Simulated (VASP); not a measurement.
Here is a VASP 6.6.1 calculation.

The input INCAR:

```
SYSTEM = TlRuS3
PREC     = Accurate       ! precision mode
ENCUT    = 520            ! plane-wave cutoff, eV
EDIFF    = 1E-7           ! SCF threshold, eV
ISMEAR   = 0              ! smearing method
SIGMA    = 0.1            ! smearing width, eV
LREAL    = .FALSE.        ! projectors in reciprocal space
LASPH    = .TRUE.         ! aspherical terms in the spheres
NELM     = 100            ! most SCF steps
ALGO     = Normal         ! electronic algorithm
ISIF     = 2              ! what is computed and relaxed
LWAVE    = .FALSE.        ! write WAVECAR
LCHARG   = .TRUE.         ! write CHGCAR
GGA      = PE             ! functional
LELF     = .TRUE.         ! ELF
LVHAR    = .TRUE.       
NBANDS   = 30             ! bands
```

The input KPOINTS:

```
regular mesh
0
G
  8 8 8
  0 0 0
```

POSCAR

```
TlRuS3
1.0
    4.7165262672      0.0000000000      0.0000000000
    0.0000000000      4.7165262672      0.0000000000
    0.0000000000      0.0000000000      4.7165262672
Tl Ru S
1 1 3
Direct
    0.5000000000      0.5000000000      0.5000000000
    0.0000000000      0.0000000000      0.0000000000
    0.5000000000      0.0000000000      0.0000000000
    0.0000000000      0.5000000000      0.0000000000
    0.0000000000      0.0000000000      0.5000000000
```

Potentials or basis: VASP PAW PBE potentials, release 64 (Tl_d, Ru_pv, S).

Command:

```console
$ cat potpaw_PBE.64/Tl_d/POTCAR potpaw_PBE.64/Ru_pv/POTCAR potpaw_PBE.64/S/POTCAR > POTCAR
$ mpirun -np 1 vasp_std > vasp.out
```

Q: Predict the band gap on the k mesh.

A: Zero (an odd number of electrons rules out a gap without spin polarisation).

Q: What does it give for the pressure?

A: -0.1 GPa.

Caveat: spin-orbit coupling is left out, which moves the levels of the heavy elements; an odd number of electrons without spin polarisation forces a metal; a magnetic or distorted state may lie lower.
